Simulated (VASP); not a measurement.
Input of a VASP 6.6.1 run:

Contents of INCAR:

```
PREC = Accurate
ENCUT = 600
EDIFF = 1E-6
ISMEAR = 0
SIGMA = 0.1
LREAL = F
LASPH = T
NELM = 200
ALGO = Normal
ISIF = 2
LWAVE = F
LCHARG = F
ISPIN = 2
MAGMOM = 2 2 2 2 2 2 0 0
LORBIT = 11
LMAXMIX = 4
GGA = PE
NBANDS = 50
GGA_COMPAT = F
```

KPOINTS

```
regular mesh
0
Gamma
  4 4 4
```

File POSCAR:

```
Ni3O
1.0
    4.2381885031      0.0000000000      0.0000000000
    0.0000000000      4.2381885031      0.0000000000
    0.0000000000      0.0000000000      4.2381885031
Ni O
6 2
Direct
    0.0000000000      0.5000000000      0.2500000000
    0.0000000000      0.5000000000      0.7500000000
    0.2500000000      0.0000000000      0.5000000000
    0.7500000000      0.0000000000      0.5000000000
    0.5000000000      0.7500000000      0.0000000000
    0.5000000000      0.2500000000      0.0000000000
    0.0000000000      0.0000000000      0.0000000000
    0.5000000000      0.5000000000      0.5000000000
```

Potentials or basis: VASP PAW PBE potentials, release 64 (Ni, O).

Command:

```bash
$ cat potpaw_PBE.64/Ni/POTCAR potpaw_PBE.64/O/POTCAR > POTCAR
$ mpirun -np 1 vasp_std > vasp.out
```

Question: What does it give for the net moment?

Answer: 5.41 μB per cell.

Question: Predict the site moments.

Answer: Ni +0.83; O +0.20 μB.

Caveat: the k points lie up to 0.37 Å⁻¹ apart.
